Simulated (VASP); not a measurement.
**LuBe3: relaxation of cell and atoms with PBE**

LuBe3:

```xyz
4
Lattice="0.0000 2.9867 2.9867 2.9867 0.0000 2.9867 2.9867 2.9867 0.0000" Properties=species:S:1:pos:R:3 pbc="T T T"
Lu    0.0000    0.0000    0.0000
Be    2.9867    2.9867    2.9867
Be    1.4933    1.4933    1.4933
Be    4.4800    4.4800    4.4800
```

```yaml
Program: VASP 6.6.1
Task: relaxation of cell and atoms
Functional: PBE
Potentials_or_basis: VASP PAW PBE potentials, release 64 (Lu, Be)
Cutoff: 600 eV
k_mesh: 6 × 6 × 6
Occupations: gaussian, width 0.1 eV
Spin: no spin polarisation
Dipole_correction: no
Further_INCAR_settings: ALGO = Normal; EDIFF = 1e-06; IBRION = 2; EDIFFG = -0.04; NSW = 90; ISIF = 3
```

| Quantity | Value |
| --- | --- |
| Relaxed volume | 12.69 Å³/atom |
| Relaxed cell | a = 4.156 Å, b = 4.156 Å, c = 4.156 Å, α = 60.00°, β = 60.00°, γ = 60.00° |
| Space group after relaxing (to 0.05 Å) | Fm-3m (No. 225) |
| Energy gained by relaxing | 7.9 meV/atom |
| Ionic steps | 2 |
| Pressure after relaxing | 0.1 GPa |

The path:
| step | energy change (eV) | largest force (eV/Å) | pressure (GPa) | volume (Å³) |
| --- | --- | --- | --- | --- |
| 1 | 0.0000 | 0.0000 | -4.03 | 53.28 |
| 2 | -0.0316 | 0.0000 | 0.09 | 50.74 |

Final structure:
```cif
data_structure
_symmetry_space_group_name_H-M 'P 1'
_symmetry_Int_Tables_number 1
_cell_length_a 4.1555
_cell_length_b 4.1555
_cell_length_c 4.1555
_cell_angle_alpha 60.000
_cell_angle_beta 60.000
_cell_angle_gamma 60.000
_cell_volume 50.74
loop_
_atom_site_label
_atom_site_type_symbol
_atom_site_fract_x
_atom_site_fract_y
_atom_site_fract_z
_atom_site_occupancy
Lu1 Lu 0.00000 0.00000 0.00000 1
Be1 Be 0.50000 0.50000 0.50000 1
Be2 Be 0.25000 0.25000 0.25000 1
Be3 Be 0.75000 0.75000 0.75000 1
```

Levels at points of the mesh, in eV from the Fermi level:
```
           k point  band 12  band 13  band 14  band 15  band 16  band 17  band 18  band 19
(0.00, 0.00, 0.00)    -4.18    -1.40    -1.40    -1.40     2.40     2.40     2.40     2.67
(0.50, 0.00, 0.00)    -4.19    -4.18    -1.70    -1.70     2.36     2.71     2.71     3.24
(0.50, 0.50, 0.00)    -4.20    -3.68    -2.43    -1.25    -1.25     1.76     3.14     3.14
```

Wall time 2.6 min on 1 thread of AMD EPYC 7R13, with other jobs on the host, peak memory 0.19 GiB.

Caveat: spin-orbit coupling is left out, which moves the levels of the heavy elements.
